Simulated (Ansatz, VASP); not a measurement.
One calculation of Os, two programs

Contents of INCAR:

```
ALGO = Fast
EDIFF = 1E-6
EDIFFG = -0.01
ENCUT = 600
GGA = PE
IBRION = 2
ISIF = 3
ISMEAR = 0
LASPH = T
LCHARG = F
LREAL = F
LWAVE = F
NELM = 80
NSW = 100
PREC = Accurate
SIGMA = 0.1
```

KPOINTS

```
k-points
0
Gamma
  20 20 20
```

Contents of POSCAR:

```
Os
1.0
   -1.3946060985      1.3946060985      4.1547358111
    1.3946060985     -1.3946060985      4.1547358111
    1.3946060985      1.3946060985     -4.1547358111
Os
2
Direct
    0.8493358356      0.8493358356      0.0000000000
    0.1506641644      0.1506641644      0.0000000000
```

Input for Ansatz:

```yaml
crystal:
  lattice:
    - [-1.3946060985, 1.3946060985, 4.1547358111]
    - [1.3946060985, -1.3946060985, 4.1547358111]
    - [1.3946060985, 1.3946060985, -4.1547358111]
  atoms:
    - { symbol: Os, position: [0.8493358356, 0.8493358356, 0.0] }
    - { symbol: Os, position: [0.1506641644, 0.1506641644, 0.0] }
basis:
  ecutwfc: 420
kpoints:
  mp_grid: { grid: [20, 20, 20] }
hamiltonian:
  xc: pbe
scf:
  occupations: { method: gaussian, width: 0.1 }
output:
  forces: true
  stress: true
  eigenvalues: true
relax:
  adjacent_minimum: "off"
  f_tol: 0.01
  max_steps: 80
  cell: { stress_tol: 0.05 }
```

Alike in both runs: task relaxation of cell and atoms; functional PBE; k mesh 20 × 20 × 20; occupations gaussian, width 0.1 eV; no spin polarisation.

|  | VASP | Ansatz |
| --- | --- | --- |
| version | VASP 6.6.1 | Ansatz 0.2.0 |
| potentials or method | VASP PAW PBE potentials, release 64 (Os), cutoff 600 eV | scalar-relativistic, plane waves, PAW |
| valence electrons in the cell | 16 | 32 |

```csv
,VASP,Ansatz,Ansatz less VASP
"gap on the k mesh at the Fermi level, each at its own relaxed structure (eV)",none,none,-
relaxed volume (Å³/atom),16.14,16.15,+0.005
relaxed length of the cell vector where the two differ most in proportion (Å),4.595,4.600,+0.0044
```

A gap of «none» marks a metal or a gap that the smearing closes. VASP's potentials hold 16 valence electrons a cell and Ansatz's 32, so a difference there can come from the potentials and not from the codes.

Neither program's run includes spin-orbit coupling.
